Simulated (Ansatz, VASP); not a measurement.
# Two plane-wave programs on W

```xyz
1
Lattice="0.0000 2.0567 2.0567 2.0567 0.0000 2.0567 2.0567 2.0567 0.0000" Properties=species:S:1:pos:R:3 pbc="T T T"
W     0.0000    0.0000    0.0000
```

Alike in both runs: task single point; functional r2SCAN; k mesh 12 × 12 × 12; occupations fermi-dirac, width 0.1 eV; no spin polarisation.

|  | VASP | Ansatz |
| --- | --- | --- |
| version | VASP 6.6.1 | Ansatz 0.2.0 |
| potentials or method | VASP PAW PBE potentials, release 64 (W_sv), cutoff 520 eV | plane waves, PAW |
| valence electrons in the cell | 14 | 14 |

|  | VASP | Ansatz | Ansatz less VASP |
| --- | --- | --- | --- |
| pressure (GPa) | -17.7 | -18.5 | -0.79 |

VASP's potentials were made for PBE, not for r2SCAN.

Spin-orbit coupling is off throughout.
